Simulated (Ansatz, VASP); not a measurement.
**GaN: VASP beside Ansatz**

```xyz
2
Lattice="0.0000 2.1352 2.1352 2.1352 0.0000 2.1352 2.1352 2.1352 0.0000" Properties=species:S:1:pos:R:3 pbc="T T T"
Ga    0.0000    0.0000    0.0000
N     2.1352    2.1352    2.1352
```

Alike in both runs: functional LDA; k mesh 11 × 11 × 11; occupations fermi-dirac, width 0.05 eV; no spin polarisation.

|  | VASP | Ansatz |
| --- | --- | --- |
| version | VASP 6.6.1 | Ansatz 0.2.0 |
| potentials or method | VASP PAW LDA potentials, release 64 (Ga_d, N_h) | Ansatz PAW |
| plane-wave cutoff (eV) | 910 | 420 |
| valence electrons in the cell | 18 | 18 |
| task | single point | band structure |

Ansatz gave:

| Property | Result |
| --- | --- |
| gap on the k mesh at the Fermi level (eV) | 0.35 |
| least direct gap on the mesh (eV) | 2.42 |

**Question.** Which values does VASP return?

**Answer.** gap on the k mesh at the Fermi level (eV): 0.37; least direct gap on the mesh (eV): 2.45.

LDA's correlation is that of Perdew and Zunger in VASP and of Perdew and Wang (1992) in Ansatz.

Noted on VASP's run: the cutoff is short for stress, so the pressure is rough. Noted on Ansatz's run: the k mesh misses the band edges, so the gap on the mesh is wider than the one along the path.
